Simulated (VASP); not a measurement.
Runs of VASP 6.6.1 on Si. The structure is that of space group I4/mmm (No. 139), or close to it. The cells are those of the table. 

```tsv
cell	gap on the mesh (eV)	pressure (GPa)
a = 2.679 Å, angles 104.3, 104.3, 120.3°, 1 atom	none	-2.7
a = 2.705 Å, angles 104.3, 104.3, 120.3°, 1 atom	none	-4.9
a = 2.599 Å, angles 104.3, 104.3, 120.3°, 1 atom	none	(a)
a = 2.626 Å, angles 104.3, 104.3, 120.3°, 1 atom	none	3.2
a = 2.653 Å, angles 104.3, 104.3, 120.3°, 1 atom	none	(b)
```

Alike in all rows: task single point; level LDA; potentials or basis VASP PAW LDA potentials, release 64 (Si); no spin polarisation; k mesh 14 × 14 × 14; cutoff (eV) 520; smearing fermi-dirac 0.2 eV.

Question: Fill in the values left out.

Answer: (a) 6.9; (b) 0.0.

A gap of «none» marks levels without a gap at the run's occupations.
